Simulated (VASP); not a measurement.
A run of VASP 6.6.1:

INCAR

```
SYSTEM = C
  ALGO = Normal
  EDIFF = 1E-7
  ENCUT = 520
  GGA = PE
  ISIF = 2
  ISMEAR = -1
  LASPH = .True.
  LCHARG = .False.
  LREAL = .False.
  LWAVE = .False.
  NBANDS = 11
  NELM = 60
  PREC = Accurate
  SIGMA = 0.3
```

KPOINTS

```
k-points
0
Gamma
  11 11 11
  0 0 0
```

Contents of POSCAR:

```
C
1.0
    1.2280263500      0.7090013400      3.3470108400
   -1.2280263500      0.7090013400      3.3470108400
    0.0000000000     -1.4180026800      3.3470108400
C
2
Direct
    0.1640000000      0.1640000000      0.1640000000
    0.8360000000      0.8360000000      0.8360000000
```

Potentials or basis: VASP PAW PBE potentials, release 64 (C).

Launch:

```console
$ cat potpaw_PBE.64/C/POTCAR > POTCAR
$ mpirun -np 1 vasp_std > vasp.out
```

Hardware: 1 thread of Intel(R) Xeon(R) 6975P-C (Granite Rapids), on a shared host.

Estimate the wall time of this run.

Run time: 22 s on 1 thread of Intel(R) Xeon(R) 6975P-C (Granite Rapids), on a shared host, peak memory 0.15 GiB. Counts: scf iterations 13, k points 146.
